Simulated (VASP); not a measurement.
# TiH3 (P6_3/mmc) in VASP: further runs, part 2 of 2

VASP 6.6.1. Earlier steps stand in the parts before.

### 3 Single point, PBE

This run uses another cell than the first one, of 8.06 Å³/atom, 1.329 times its volume.

File INCAR:

```
PREC = Accurate
ENCUT = 520
EDIFF = 1E-6
ISMEAR = 0
SIGMA = 0.1
LREAL = False
LASPH = True
NELM = 80
ALGO = Normal
ISIF = 2
LWAVE = False
LCHARG = False
GGA = PE
NBANDS = 25
```

File KPOINTS:

```
regular mesh
0
Gamma
  6 6 4
```

File POSCAR:

```
TiH3
1.0
    3.5423557100      0.0000000000      0.0000000000
   -1.7711778500      3.0677700300      0.0000000000
    0.0000000000      0.0000000000      5.9310652600
Ti H
2 6
Direct
    0.3333333300      0.6666666700      0.2500000000
    0.6666666700      0.3333333300      0.7500000000
    0.3333333300      0.6666666700      0.5634160300
    0.3333333300      0.6666666700      0.9365839700
    0.6666666700      0.3333333300      0.4365839700
    0.6666666700      0.3333333300      0.0634160300
    0.0000000000      0.0000000000      0.2500000000
    0.0000000000      0.0000000000      0.7500000000
```

Potentials or basis: VASP PAW PBE potentials, release 64 (Ti_sv, H).

Started as:

```
> cat potpaw_PBE.64/Ti_sv/POTCAR potpaw_PBE.64/H/POTCAR > POTCAR
> mpirun -np 1 vasp_std > vasp.out
```

It took 16 s on 1 thread of Intel Xeon 6975P-C (Granite Rapids), shared host; peak memory 0.19 GiB.

The run converged. Its results:

```
Free energy            : -36.4069 eV
Pressure               : -19.5 GPa
Largest force          : 1.006 eV/Å
Band gap on the k mesh : zero (band 15 reaches 5.12 eV, above the bottom of band 16 at 4.49 eV)
```

Forces in eV/Å, atoms in the order of the input:
```
Ti   0.000  0.000  0.000
Ti   0.000  0.000  0.000
H    0.000  0.000  1.006
H    0.000  0.000 -1.006
H    0.000  0.000 -1.006
H    0.000  0.000  1.006
H    0.000  0.000  0.000
H    0.000  0.000  0.000
```

Stress tensor (GPa, compression positive):
```
-24.24   0.00   0.00
  0.00 -24.24   0.00
  0.00   0.00 -10.12
```

Levels at points of the mesh, in eV from the Fermi level:
```
           k point  band 12  band 13  band 14  band 15  band 16  band 17  band 18  band 19
(0.00, 0.00, 0.00)    -2.95    -0.34    -0.28    -0.28    -0.10    -0.10     0.34     0.34
(0.50, 0.00, 0.00)    -4.12    -4.05    -3.40    -0.23     0.69     1.11     1.14     1.18
(0.00, 0.00, 0.50)    -4.12    -0.30    -0.30    -0.30    -0.30     0.56     0.56     0.82
(0.50, 0.00, 0.50)    -5.21    -3.84    -3.84     0.33     0.33     0.65     0.65     1.16
```

Caveat: forces of over 1 eV/Å act on the atoms, so gaps and moduli don't describe the material at rest.

### 4 Single point, PBE

File INCAR:

```
SYSTEM = TiH3
  PREC = Accurate
  ENCUT = 520
  EDIFF = 1E-6
  ISMEAR = 0
  SIGMA = 0.2
  LREAL = .FALSE.
  LASPH = .TRUE.
  NELM = 60
  ALGO = Normal
  ISIF = 2
  LWAVE = .FALSE.
  LCHARG = .FALSE.
  GGA = PE
  NBANDS = 25
```

File KPOINTS:

```
Automatic mesh
0
G
  9 9 4
  0 0 0
```

File POSCAR:

```
TiH3
1.0
    3.1654955305      0.0000000000      0.0000000000
   -1.5827477653      2.7413995450      0.0000000000
    0.0000000000      0.0000000000      5.5850794957
Ti H
2 6
Direct
    0.3333333333      0.6666666667      0.2500000000
    0.6666666667      0.3333333333      0.7500000000
    0.3333333333      0.6666666667      0.5939701174
    0.3333333333      0.6666666667      0.9060298826
    0.6666666667      0.3333333333      0.4060298826
    0.6666666667      0.3333333333      0.0939701174
    0.0000000000      0.0000000000      0.2500000000
    0.0000000000      0.0000000000      0.7500000000
```

Started as:

```
> cat potpaw_PBE.64/Ti_sv/POTCAR potpaw_PBE.64/H/POTCAR > POTCAR
> mpirun -np 1 vasp_std > vasp.out
```

Wall time 15 s (1 thread of Intel Xeon 6975P-C (Granite Rapids), shared host); peak memory 0.18 GiB.

Results (log left out):

- Free energy: -38.2625 eV
- Pressure: -0.1 GPa
- Band gap on the k mesh: zero (band 15 reaches 8.08 eV, above the bottom of band 16 at 6.97 eV)

Stress tensor (GPa, compression positive):
```
 0.05  0.00  0.00
 0.00  0.05  0.00
 0.00  0.00 -0.25
```

Levels at points of the mesh, in eV from the Fermi level:
```csv
k point,band 12,band 13,band 14,band 15,band 16,band 17,band 18,band 19
"(0.00, 0.00, 0.00)",-3.18,-0.55,-0.55,-0.32,-0.32,0.67,0.67,0.70
"(0.00, 0.00, 0.50)",-4.81,-0.53,-0.53,-0.53,-0.53,0.86,0.86,1.25
```

### 5 Relaxation of cell and atoms, PBE

This run uses another cell than the first one, of 8.06 Å³/atom, 1.329 times its volume.

File INCAR:

```
PREC = Accurate
ENCUT = 600
EDIFF = 1E-6
ISMEAR = 0
SIGMA = 0.1
LREAL = False
LASPH = True
NELM = 60
ALGO = Normal
ISIF = 3
LWAVE = False
LCHARG = False
GGA = PE
IBRION = 2
NSW = 90
EDIFFG = -0.04
```

File KPOINTS:

```
regular mesh
0
Gamma
  6 6 4
```

File POSCAR:

```
TiH3
1.0
    3.5423557100      0.0000000000      0.0000000000
   -1.7711778500      3.0677700300      0.0000000000
    0.0000000000      0.0000000000      5.9310652600
Ti H
2 6
Direct
    0.3333333300      0.6666666700      0.2500000000
    0.6666666700      0.3333333300      0.7500000000
    0.3333333300      0.6666666700      0.5634160300
    0.3333333300      0.6666666700      0.9365839700
    0.6666666700      0.3333333300      0.4365839700
    0.6666666700      0.3333333300      0.0634160300
    0.0000000000      0.0000000000      0.2500000000
    0.0000000000      0.0000000000      0.7500000000
```

Started as:

```
> cat potpaw_PBE.64/Ti_sv/POTCAR potpaw_PBE.64/H/POTCAR > POTCAR
> mpirun -np 1 vasp_std > vasp.out
```

Run time: 1.7 min. Hardware: 1 thread of Intel Xeon 6975P-C (Granite Rapids), shared host; peak memory 0.21 GiB.

It converged, with:

| Item | Value |
| --- | --- |
| Free energy | -38.2225 eV |
| Relaxed volume | 6.10 Å³/atom |
| Relaxed cell | a = 3.172 Å, b = 3.172 Å, c = 5.601 Å, α = 90.00°, β = 90.00°, γ = 120.00° |
| Space group after relaxing (to 0.05 Å) | P6_3/mmc (No. 194) |
| Energy gained by relaxing | 226.6 meV/atom |
| Ionic steps | 9 |
| Pressure after relaxing | -0.7 GPa |
| Largest force after relaxing | 0.010 eV/Å |
| Band gap on the k mesh | zero (band 15 reaches 8.00 eV, above the bottom of band 16 at 6.91 eV) |

Forces in eV/Å, atoms in the order of the input:
```
Ti   0.000  0.000  0.000
Ti   0.000  0.000  0.000
H    0.000  0.000  0.010
H    0.000  0.000 -0.010
H    0.000  0.000 -0.010
H    0.000  0.000  0.010
H    0.000  0.000  0.000
H    0.000  0.000  0.000
```

Stress tensor (GPa, compression positive):
```
-0.71  0.00  0.00
 0.00 -0.71  0.00
 0.00  0.00 -0.81
```

The path:
```csv
step,energy change (eV),largest force (eV/Å),pressure (GPa),volume (Å³)
1,0.0000,1.0062,-19.61,64.45
2,-1.2179,0.9184,-12.75,55.66
3,-1.6966,0.6942,0.04,48.93
4,-1.7039,0.6334,3.57,47.71
5,-1.7051,0.6493,2.63,48.01
6,-1.7837,0.2788,1.13,48.36
7,-1.8028,0.0084,0.18,48.64
8,-1.8108,0.0086,-0.32,48.72
9,-1.8130,0.0101,-0.74,48.79
```

Final structure:
```xyz
8
Lattice="3.1717 0.0000 0.0000 -1.5859 2.7468 0.0000 0.0000 0.0000 5.6005" Properties=species:S:1:pos:R:3 pbc="T T T"
Ti    0.0000    1.8312    1.4001
Ti    1.5859    0.9156    4.2004
H     0.0000    1.8312    3.3246
H     0.0000    1.8312    5.0762
H     1.5859    0.9156    2.2759
H     1.5859    0.9156    0.5243
H     0.0000    0.0000    1.4001
H     0.0000    0.0000    4.2004
```

Levels at points of the mesh, in eV from the Fermi level:
| k point | band 12 | band 13 | band 14 | band 15 | band 16 | band 17 | band 18 | band 19 |
| --- | --- | --- | --- | --- | --- | --- | --- | --- |
| (0.00, 0.00, 0.00) | -3.14 | -0.50 | -0.50 | -0.27 | -0.27 | 0.70 | 0.70 | 0.72 |
| (0.50, 0.00, 0.00) | -5.04 | -4.73 | -4.41 | -0.19 | 0.92 | 1.68 | 1.74 | 1.84 |
| (0.00, 0.00, 0.50) | -4.77 | -0.48 | -0.48 | -0.48 | -0.48 | 0.89 | 0.89 | 1.27 |
| (0.50, 0.00, 0.50) | -6.20 | -4.72 | -4.72 | 0.56 | 0.56 | 1.14 | 1.14 | 1.89 |

Caveat: the volume moved by over 15 % at a fixed basis, so the end points are rough.

### 6 Single point, PBE

This run uses another cell than the first one, of 6.08 Å³/atom, 1.003 times its volume.

File INCAR:

```
ALGO     = Normal         # electronic algorithm
EDIFF    = 1E-6           # SCF threshold, eV
ENCUT    = 520            # plane-wave cutoff, eV
GGA      = PE             # functional
ISIF     = 2              # what is computed and relaxed
ISMEAR   = -1             # smearing method
LASPH    = T              # aspherical terms in the spheres
LCHARG   = T              # write CHGCAR
LELF     = T              # ELF
LREAL    = F              # projectors in reciprocal space
LVHAR    = T            
LWAVE    = F              # write WAVECAR
NBANDS   = 25             # bands
NELM     = 80             # most SCF steps
PREC     = Accurate       # precision mode
SIGMA    = 0.15           # smearing width, eV
```

File KPOINTS:

```
k-points
0
Gamma
  15 15 8
```

File POSCAR:

```
TiH3
1.0
    3.1676719038      0.0000000000      0.0000000000
   -1.5838359519      2.7432843395      0.0000000000
    0.0000000000      0.0000000000      5.5977360298
Ti H
2 6
Direct
    0.3333333333      0.6666666667      0.2500000000
    0.6666666667      0.3333333333      0.7500000000
    0.3333333333      0.6666666667      0.5937579592
    0.3333333333      0.6666666667      0.9062420408
    0.6666666667      0.3333333333      0.4062420408
    0.6666666667      0.3333333333      0.0937579592
    0.0000000000      0.0000000000      0.2500000000
    0.0000000000      0.0000000000      0.7500000000
```

Potentials or basis: VASP PAW PBE potentials, release 64 (Ti_sv, H).

Started as:

```
> cat potpaw_PBE.64/Ti_sv/POTCAR potpaw_PBE.64/H/POTCAR > POTCAR
> mpirun -np 1 vasp_std > vasp.out
```

It took 52 s on 1 thread of Intel Xeon 6975P-C (Granite Rapids), shared host; peak memory 0.25 GiB.

Results (log left out):

| Property | Result |
| --- | --- |
| Free energy | -38.3427 eV |
| Pressure | -0.1 GPa |
| Band gap on the k mesh | zero (band 15 reaches 8.06 eV, above the bottom of band 16 at 6.94 eV) |

Stress tensor (GPa, compression positive):
```
-0.06  0.00  0.00
 0.00 -0.06  0.00
 0.00  0.00 -0.14
```

Levels at points of the mesh, in eV from the Fermi level:
```
           k point  band 12  band 13  band 14  band 15  band 16  band 17  band 18  band 19
(0.00, 0.00, 0.00)    -3.16    -0.53    -0.53    -0.30    -0.30     0.70     0.70     0.72
(0.00, 0.00, 0.50)    -4.79    -0.51    -0.51    -0.51    -0.51     0.88     0.88     1.27
```

### 7 Summary

```csv
task,cell,k mesh,cutoff (eV),smearing,gap on the mesh (eV),pressure (GPa),largest force (eV/Å)
single point,"a = 3.167, b = 3.167, c = 5.585 Å, angles 90.0, 90.0, 120.0°, 8 atoms",6 × 6 × 4,520,gaussian 0.1 eV,none,-0.2,-
single point,"a = 3.542, b = 3.542, c = 5.931 Å, angles 90.0, 90.0, 120.0°, 8 atoms",6 × 6 × 4,520,gaussian 0.1 eV,none,-19.5,1.01
single point,"a = 3.165, b = 3.165, c = 5.585 Å, angles 90.0, 90.0, 120.0°, 8 atoms",9 × 9 × 4,520,gaussian 0.2 eV,none,-0.1,-
relaxation of cell and atoms,"relaxed from a = 3.542, b = 3.542, c = 5.931 Å, angles 90.0, 90.0, 120.0°, 8 atoms",6 × 6 × 4,600,gaussian 0.1 eV,none,-0.7,0.01
single point,"a = 3.168, b = 3.168, c = 5.598 Å, angles 90.0, 90.0, 120.0°, 8 atoms",15 × 15 × 8,520,fermi-dirac 0.15 eV,none,-0.1,-
```

Alike in all rows: level PBE; potentials or basis VASP PAW PBE potentials, release 64 (Ti_sv, H); no spin polarisation.

Caveats: some runs use coarse meshes; forces of over 1 eV/Å act on the atoms, so gaps and moduli don't describe the material at rest (some runs); the volume moved by over 15 % at a fixed basis, so the end points are rough (some runs).

Absolute energies hang on the potentials; compare differences alone.
